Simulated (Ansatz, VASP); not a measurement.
## Al3Cu: VASP beside Ansatz

INCAR

```
ALGO = Fast
EDIFF = 1E-7
ENCUT = 520
GGA = PS
ISIF = 2
ISMEAR = 0
LASPH = T
LCHARG = F
LREAL = F
LWAVE = F
NBANDS = 18
NELM = 80
PREC = Accurate
SIGMA = 0.15
```

The input KPOINTS:

```
k-points
0
Gamma
  18 18 8
```

POSCAR

```
Al3Cu
1.0
    2.5469132637      0.0000000000      0.0000000000
    0.0000000000      2.5469132637      0.0000000000
    0.0000000000      0.0000000000      9.0561743680
Al Cu
3 1
Direct
    0.0000000000      0.0000000000      0.5000000000
    0.5000000000      0.5000000000      0.2206884206
    0.5000000000      0.5000000000      0.7793115794
    0.0000000000      0.0000000000      0.0000000000
```

Input for Ansatz:

```yaml
crystal:
  lattice:
    - [2.5469132637, 0.0, 0.0]
    - [0.0, 2.5469132637, 0.0]
    - [0.0, 0.0, 9.056174368]
  atoms:
    - { symbol: Al, position: [0.0, 0.0, 0.5] }
    - { symbol: Al, position: [0.5, 0.5, 0.2206884206] }
    - { symbol: Al, position: [0.5, 0.5, 0.7793115794] }
    - { symbol: Cu, position: [0.0, 0.0, 0.0] }
basis:
  ecutwfc: 420
kpoints:
  mp_grid: { grid: [18, 18, 8] }
hamiltonian:
  xc: pbesol
scf:
  occupations: { method: gaussian, width: 0.15 }
output:
  forces: true
  stress: true
  eigenvalues: true
```

Alike in both runs: task single point; functional PBEsol; k mesh 18 × 18 × 8; occupations gaussian, width 0.15 eV; no spin polarisation.

|  | VASP | Ansatz |
| --- | --- | --- |
| version | VASP 6.6.1 | Ansatz 0.2.0 |
| potentials or method | VASP PAW PBE potentials, release 64 (Al, Cu), cutoff 520 eV | scalar-relativistic, plane waves, PAW |
| valence electrons in the cell | 20 | 28 |

|  | VASP | Ansatz | Ansatz less VASP |
| --- | --- | --- | --- |
| gap on the k mesh at the Fermi level (eV) | none | none | - |
| pressure (GPa) | 6.5 | 6.3 | -0.21 |
| traceless stress, the component that is largest in VASP (GPa) | -17.12 | -17.09 | +0.028 |
| rms of the force components (eV/Å) | 0.044 | 0.035 | -0.0085 |

VASP's potentials were made for PBE, not for PBEsol. Atom by atom the forces differ by 0.009 eV/Å (rms over components). A gap of «none» marks a metal or a gap that the smearing closes. VASP's potentials hold 20 valence electrons a cell and Ansatz's 28, so a difference there can come from the potentials and not from the codes.
